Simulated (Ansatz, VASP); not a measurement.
## One calculation of ZnIr3C4, two programs

```
Zn Ir C
1.0
     4.38245    0.00000    0.00000
     0.00000    4.38245    0.00000
     0.00000    0.00000    4.38245
Zn Ir C
1 3 4
Direct
  0.50000 0.50000 0.50000
  0.50000 0.00000 0.00000
  0.00000 0.50000 0.00000
  0.00000 0.00000 0.50000
  0.00000 0.50000 0.50000
  0.50000 0.00000 0.50000
  0.50000 0.50000 0.00000
  0.00000 0.00000 0.00000
```

Alike in both runs: functional PBE; k mesh 8 × 8 × 8; occupations gaussian, width 0.1 eV; no spin polarisation.

Ansatz relaxed the structure, and its values are those at the end. VASP's run is a single point on that final structure, the one shown.

|  | VASP | Ansatz |
| --- | --- | --- |
| version | VASP 6.6.1 | Ansatz 0.2.0 |
| potentials or method | VASP PAW PBE potentials, release 64 (Zn, Ir_sv_GW, C), cutoff 600 eV | scalar-relativistic, plane waves, PAW |
| valence electrons in the cell | 79 | 79 |

```tsv
	VASP	Ansatz	Ansatz less VASP
gap on the k mesh at the Fermi level (eV)	none	none	-
pressure (GPa)	-0.4	0.0	+0.34
```

A gap of «none» marks a metal or a gap that the smearing closes. The functional is the same, so the differences come from potentials, cutoffs and numerics.

Neither program's run includes spin-orbit coupling.
